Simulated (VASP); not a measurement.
Here is a VASP 6.6.1 calculation.

File INCAR:

```
PREC = Accurate ; ENCUT = 520
EDIFF = 1E-6 ; ISMEAR = -1
SIGMA = 0.03 ; LREAL = F
LASPH = T ; NELM = 80
ALGO = Normal ; ISIF = 2
LWAVE = F ; LCHARG = F
GGA = PS ; NBANDS = 12
```

File KPOINTS:

```
Automatic mesh
0
Gamma
  10 10 10
```

POSCAR

```
LiF
1.0
    0.0000000000      2.0140000000      2.0140000000
    2.0140000000      0.0000000000      2.0140000000
    2.0140000000      2.0140000000      0.0000000000
Li F
1 1
Direct
    0.0000000000      0.0000000000      0.0000000000
    0.5000000000      0.5000000000      0.5000000000
```

Potentials or basis: VASP PAW PBE potentials, release 64 (Li_sv, F).

Launch:

```bash
$ cat potpaw_PBE.64/Li_sv/POTCAR potpaw_PBE.64/F/POTCAR > POTCAR
$ mpirun -np 1 vasp_std > vasp.out
```

**Question.** Predict the band gap on the k mesh.

**Answer.** 8.92 eV, direct.

 A k mesh can miss the band edges.
